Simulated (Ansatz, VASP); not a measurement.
**One calculation of MnSi, two programs**

```
Mn Si
1.0
     4.54800    0.00000    0.00000
     0.00000    4.54800    0.00000
     0.00000    0.00000    4.54800
Mn Si
4 4
Cartesian
  0.6276 0.6276 0.6276
  1.6464 3.9204 2.9016
  2.9016 1.6464 3.9204
  3.9204 2.9016 1.6464
  3.8476 3.8476 3.8476
  2.9744 0.7004 1.5736
  1.5736 2.9744 0.7004
  0.7004 1.5736 2.9744
```

Alike in both runs: task single point; functional r2SCAN; k mesh 4 × 4 × 4; occupations fermi-dirac, width 0.1 eV; collinear spin.

```csv
,VASP,Ansatz
version,VASP 6.6.1,Ansatz 0.2.0
potentials or method,"VASP PAW PBE potentials, release 64 (Mn_pv, Si), cutoff 520 eV","PAW, plane waves, scalar-relativistic"
valence electrons in the cell,68,76
```

|  | VASP | Ansatz | Ansatz less VASP |
| --- | --- | --- | --- |
| pressure (GPa) | 1.2 | -8.7 | -9.86 |
| traceless stress, the component that is largest in VASP (GPa) | 0.00 | 1.14 | +1.143 |
| rms of the force components (eV/Å) | 0.088 | 0.209 | +0.1212 |
| net moment per atom (μB) | 1.00 | 0.27 | -0.730 |
| size of the moment on the site where the two differ most (μB) | 2.24 | 0.02 | -2.217 |

The net moments are unlike, so the other rows may belong to different states. VASP's potentials were made for PBE, not for r2SCAN. Site moments also hang on the region over which each program counts them. Atom by atom the forces differ by 0.255 eV/Å (rms over components). VASP's potentials hold 68 valence electrons a cell and Ansatz's 76, so a difference there can come from the potentials and not from the codes. Ansatz's warnings: stability check not made.
